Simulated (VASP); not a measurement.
Wanted: the native input for a VASP 6.6.1 run.

```yaml
Task: single point
Functional: HSE06
Potentials_or_basis: VASP PAW PBE potentials, release 64 (Ga_d, N)
Cutoff: 520 eV
k_mesh: 6 × 6 × 6
Occupations: gaussian, width 0.01 eV
Spin: no spin polarisation
Dipole_correction: no
Grid_for_exact_exchange_PRECFOCK: Normal
Further_INCAR_settings: ALGO = Normal; EDIFF = 1e-06; NBANDS = 16
Screening_parameter: 0.2079 1/Å
```

Crystal: GaN.

```
CELL_PARAMETERS angstrom
0.00000 2.24895 2.24895
2.24895 0.00000 2.24895
2.24895 2.24895 0.00000
ATOMIC_POSITIONS crystal
Ga 0.00000 0.00000 0.00000
N 0.25000 0.25000 0.25000
```

The input as run:

POSCAR

```
GaN
1.0
    0.0000000000      2.2489525451      2.2489525451
    2.2489525451      0.0000000000      2.2489525451
    2.2489525451      2.2489525451      0.0000000000
Ga N
1 1
Direct
    0.0000000000      0.0000000000      0.0000000000
    0.2500000000      0.2500000000      0.2500000000
```

INCAR.step1

```
ALGO = Normal
EDIFF = 1E-5
ENCUT = 520
GGA = PE
ISIF = 2
ISMEAR = 0
LASPH = T
LCHARG = F
LREAL = F
LWAVE = T
NBANDS = 16
NELM = 60
PREC = Accurate
SIGMA = 0.01
```

INCAR.step2

```
ALGO = Normal
EDIFF = 1E-6
ENCUT = 520
GGA = PE
HFSCREEN = 0.2079
ISIF = 2
ISMEAR = 0
ISTART = 1
LASPH = T
LCHARG = F
LHFCALC = T
LREAL = F
LWAVE = F
NBANDS = 16
NELM = 60
PREC = Accurate
PRECFOCK = Normal
SIGMA = 0.01
```

KPOINTS

```
k-points
0
Gamma
  6 6 6
```

Potentials or basis: VASP PAW PBE potentials, release 64 (Ga_d, N).

Run with:

```bash
$ cat potpaw_PBE.64/Ga_d/POTCAR potpaw_PBE.64/N/POTCAR > POTCAR
$ cp INCAR.step1 INCAR
$ mpirun -np 1 vasp_std > vasp.out
$ cp INCAR.step2 INCAR
$ mpirun -np 1 vasp_std > vasp.out
```

Results of the run:

The pressure is -0.1 GPa and the band gap on the k mesh is 3.02 eV, direct.

Caveat: the PAW data sets were made with another functional, which shifts forces and pressure a little.

Run time: 22 min on 1 thread of Intel(R) Xeon(R) Platinum 8375C CPU @ 2.90GHz (Ice Lake), with other jobs on the host, peak memory 0.25 GiB.
